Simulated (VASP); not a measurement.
Input of a VASP 6.6.1 run:

INCAR

```
ALGO = Fast
EDIFF = 1E-6
ENCUT = 520
GGA = PE
ISIF = 2
ISMEAR = 0
LASPH = T
LCHARG = F
LREAL = F
LWAVE = F
NBANDS = 11
NELM = 80
PREC = Accurate
SIGMA = 0.15
```

The input KPOINTS:

```
k-points
0
Gamma
  14 14 14
```

Contents of POSCAR:

```
Ba
1.0
   -2.5750000000      2.5750000000      2.5375000000
    2.5750000000     -2.5750000000      2.5375000000
    2.5750000000      2.5750000000     -2.5375000000
Ba
1
Direct
    0.0000000000      0.0000000000      0.0000000000
```

Potentials or basis: VASP PAW PBE potentials, release 64 (Ba_sv).

The run is started by

```bash
$ cat potpaw_PBE.64/Ba_sv/POTCAR > POTCAR
$ mpirun -np 1 vasp_std > vasp.out
```

Predict the pressure.

-0.4 GPa.

Estimate the band gap on the k mesh.

zero (band 5 reaches 1.82 eV, above the bottom of band 6 at 0.99 eV).

Caveat: the cell differs from its parent crystal (strain +0.030 along x and y, +0.015 along z); spin-orbit coupling is left out, which moves the levels of the heavy elements.
